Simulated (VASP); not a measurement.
Here is a VASP 6.6.1 calculation.

The input INCAR:

```
ALGO = Fast ; EDIFF = 1E-7
ENCUT = 520 ; GGA = PE
ISIF = 2 ; ISMEAR = 0
LASPH = T ; LCHARG = F
LREAL = F ; LWAVE = F
NBANDS = 10 ; NELM = 100
PREC = Accurate ; SIGMA = 0.15
```

File KPOINTS:

```
k-points
0
Gamma
  20 20 12
```

File POSCAR:

```
Al
1.0
   -1.6390231263      1.6390231263      1.6175102401
    1.6390231263     -1.6390231263      1.6175102401
    3.2780462525      3.2780462525      0.0000000000
Al
2
Direct
    0.0977047079     -0.0977047079      0.0000000000
    0.4022952921      0.5977047079      0.5000000000
```

Potentials or basis: VASP PAW PBE potentials, release 64 (Al).

Run with:

```bash
$ cat potpaw_PBE.64/Al/POTCAR > POTCAR
$ mpirun -np 1 vasp_std > vasp.out
```

Q: Predict the pressure.

A: -0.7 GPa.

Q: Estimate the band gap on the k mesh.

A: Zero (bands 3 and 4 overlap by 8.44 eV).

Q: Predict the largest force.

A: 0.285 eV/Å.

Stress tensor (GPa, compression positive):
```
 1.08 -0.28  0.00
-0.28  1.08  0.00
 0.00  0.00 -4.33
```

Caveat: the cell differs from its parent crystal (atoms displaced along a vibrational mode, the cell strained).
